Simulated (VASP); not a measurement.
Input of a VASP 6.6.1 run:

File INCAR:

```
ALGO = Normal ; EDIFF = 1E-7
ENCUT = 520 ; GGA = PE
ISIF = 2 ; ISMEAR = 0
LASPH = T ; LCHARG = F
LREAL = F ; LWAVE = F
NBANDS = 35 ; NELM = 100
PREC = Accurate ; SIGMA = 0.02
```

File KPOINTS:

```
k-points
0
Gamma
  12 12 2
```

File POSCAR:

```
MoS2
1.0
    3.1850687626      0.0000000000      0.0000000000
   -1.5925343813      2.7583504612      0.0000000000
    0.0000000000      0.0000000000     13.9195140856
Mo S
2 4
Direct
    0.6666666667      0.3333333333      0.2500000000
    0.3333333333      0.6666666667      0.7500000000
    0.6666666667      0.3333333333      0.6377768608
    0.3333333333      0.6666666667      0.3622231392
    0.6666666667      0.3333333333      0.8622231392
    0.3333333333      0.6666666667      0.1377768608
```

Potentials or basis: VASP PAW PBE potentials, release 64 (Mo_sv, S).

Launch:

```bash
$ cat potpaw_PBE.64/Mo_sv/POTCAR potpaw_PBE.64/S/POTCAR > POTCAR
$ mpirun -np 1 vasp_std > vasp.out
```

Task: Estimate the pressure.

Result: 0.0 GPa.

Task: Estimate the largest force.

Result: 0.009 eV/Å.

Task: Estimate the band gap on the k mesh.

Result: 1.34 eV (least direct gap 1.66 eV).

Stress tensor (GPa, compression positive):
```
-0.03  0.00  0.00
 0.00 -0.03  0.00
 0.00  0.00  0.06
```

Caveat: the cell differs from its parent crystal (strain along c alone, the other axes held: -6.0 %, then relaxed in part); this functional lacks dispersion, which binds layers or chains, so the pressure and a relaxed spacing across them are unreliable. A k mesh can miss the band edges.
